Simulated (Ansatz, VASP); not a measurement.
One calculation of BN, two programs

File INCAR:

```
PREC = Accurate
ENCUT = 520
EDIFF = 1E-7
ISMEAR = 0
SIGMA = 0.05
LREAL = False
LASPH = True
NELM = 60
ALGO = Normal
ISIF = 2
LWAVE = False
LCHARG = False
GGA = PS
NBANDS = 16
```

The input KPOINTS:

```
Automatic mesh
0
Gamma
  12 12 4
```

Contents of POSCAR:

```
BN
1.0
    2.5043488457      0.0000000000      0.0000000000
   -1.2521744229      2.1688297203     -0.0325324458
    0.0000000000     -0.1052864351      7.0190956742
B N
2 2
Direct
    0.3333333333      0.6666666667      0.2500000000
    0.6666666667      0.3333333333      0.7500000000
    0.3333333333      0.6666666667      0.7500000000
    0.6666666667      0.3333333333      0.2500000000
```

Input for Ansatz:

```yaml
crystal:
  lattice:
    - [2.5043488457, 0.0, 0.0]
    - [-1.2521744229, 2.1688297203, -0.0325324458]
    - [0.0, -0.1052864351, 7.0190956742]
  atoms:
    - { symbol: B, position: [0.3333333333, 0.6666666667, 0.25] }
    - { symbol: B, position: [0.6666666667, 0.3333333333, 0.75] }
    - { symbol: "N", position: [0.3333333333, 0.6666666667, 0.75] }
    - { symbol: "N", position: [0.6666666667, 0.3333333333, 0.25] }
basis:
  ecutwfc: 420
kpoints:
  mp_grid: { grid: [12, 12, 4] }
hamiltonian:
  xc: pbesol
scf:
  occupations: { method: gaussian, width: 0.05 }
output:
  forces: true
  stress: true
  eigenvalues: true
```

Change from the starting cell: strain -0.0300 x Voigt [0, 0, 0, 1, 0, 0], atoms carried along.

Alike in both runs: task single point; functional PBEsol; k mesh 12 × 12 × 4; occupations gaussian, width 0.05 eV; no spin polarisation.

|  | VASP | Ansatz |
| --- | --- | --- |
| version | VASP 6.6.1 | Ansatz 0.2.0 |
| potentials or method | VASP PAW PBE potentials, release 64 (B, N), cutoff 520 eV | scalar-relativistic, plane waves, PAW |
| valence electrons in the cell | 16 | 16 |

|  | VASP | Ansatz | Ansatz less VASP |
| --- | --- | --- | --- |
| gap on the k mesh at the Fermi level (eV) | 4.23 | 4.24 | +0.010 |
| least direct gap on the mesh (eV) | 4.49 | 4.49 | +0.007 |
| pressure (GPa) | 0.2 | 0.0 | -0.28 |
| traceless stress, the component that is largest in VASP (GPa) | -0.35 | 0.07 | +0.428 |

VASP's potentials were made for PBE, not for PBEsol.
